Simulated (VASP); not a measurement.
Write the native input for VASP 6.6.1 that does the following.

```
Task                   : single point
Functional             : PBE
Potentials or basis    : VASP PAW PBE potentials, release 64 (Mn_pv, Si)
Cutoff                 : 520 eV
k mesh                 : 15 × 15 × 15
Occupations            : fermi-dirac, width 0.05 eV
Spin                   : collinear spin, ferromagnetic start
Starting moments       : [4.0, 0.0] μB
Dipole correction      : no
Further INCAR settings : ALGO = Normal; EDIFF = 1e-06; NBANDS = 20
```

The structure of MnSi (rocksalt type) lies in POSCAR:

```
MnSi
1.0
    0.0000000000      2.3897549226      2.3897549226
    2.3897549226      0.0000000000      2.3897549226
    2.3897549226      2.3897549226      0.0000000000
Mn Si
1 1
Direct
    0.0000000000      0.0000000000      0.0000000000
    0.5000000000      0.5000000000      0.5000000000
```

This cell differs from its parent crystal: volume scaled by 0.96.

One way to write it, as run:

INCAR

```
  ALGO = Normal
  EDIFF = 1E-6
  ENCUT = 520
  GGA = PE
  ISIF = 2
  ISMEAR = -1
  ISPIN = 2
  LASPH = T
  LCHARG = T
  LELF = T
  LMAXMIX = 4
  LORBIT = 11
  LREAL = F
  LVHAR = T
  LWAVE = F
  MAGMOM = 4 0
  NBANDS = 20
  NELM = 150
  PREC = Accurate
  SIGMA = 0.05
```

KPOINTS

```
k-points
0
Gamma
  15 15 15
```

Potentials or basis: VASP PAW PBE potentials, release 64 (Mn_pv, Si).

Launch:

```sh
$ cat potpaw_PBE.64/Mn_pv/POTCAR potpaw_PBE.64/Si/POTCAR > POTCAR
$ mpirun -np 1 vasp_std > vasp.out
```

It gave:

```json
{
 "Pressure": "4.2 GPa",
 "Net moment": "2.35 μB per cell",
 "Site moments": "Mn +2.45; Si -0.10 μB",
 "Valence electrons inside the program's atomic spheres": "Mn 11.85; Si 1.71"
}
```

Wall time 83 s on 1 thread of Intel(R) Xeon(R) Platinum 8488C (Sapphire Rapids), on a shared host, peak memory 0.24 GiB.
